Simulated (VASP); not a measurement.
A run of VASP 6.6.1:

File INCAR:

```
PREC     = Accurate       # precision mode
ENCUT    = 520            # plane-wave cutoff, eV
EDIFF    = 1E-6           # SCF threshold, eV
ISMEAR   = 0              # smearing method
SIGMA    = 0.05           # smearing width, eV
LREAL    = False          # projectors in reciprocal space
LASPH    = True           # aspherical terms in the spheres
NELM     = 100            # most SCF steps
ALGO     = Normal         # electronic algorithm
ISIF     = 2              # what is computed and relaxed
LWAVE    = False          # write WAVECAR
LCHARG   = False          # write CHGCAR
GGA      = PS             # functional
NBANDS   = 26             # bands
```

The input KPOINTS:

```
Automatic mesh
0
Gamma
  8 8 6
```

POSCAR

```
ZnO
1.0
    3.2525035443      0.0000000000      0.0000000000
   -1.6262517722      2.8167506952      0.0000000000
    0.0000000000      0.0000000000      5.2477396561
Zn O
2 2
Direct
    0.3333333333      0.6666666667      0.0015022028
    0.6666666667      0.3333333333      0.5015022028
    0.3333333333      0.6666666667      0.3805977972
    0.6666666667      0.3333333333      0.8805977972
```

Potentials or basis: VASP PAW PBE potentials, release 64 (Zn, O).

Launch:

```console
$ cat potpaw_PBE.64/Zn/POTCAR potpaw_PBE.64/O/POTCAR > POTCAR
$ mpirun -np 1 vasp_std > vasp.out
```

Hardware: 1 thread of Intel(R) Xeon(R) 6975P-C (Granite Rapids), with other jobs on the host.

Problem. Estimate the wall time of this run.

Solution. Wall time 16 s on 1 thread of Intel(R) Xeon(R) 6975P-C (Granite Rapids) (shared host), peak memory 0.18 GiB. Counts: scf iterations 15, k points 40.
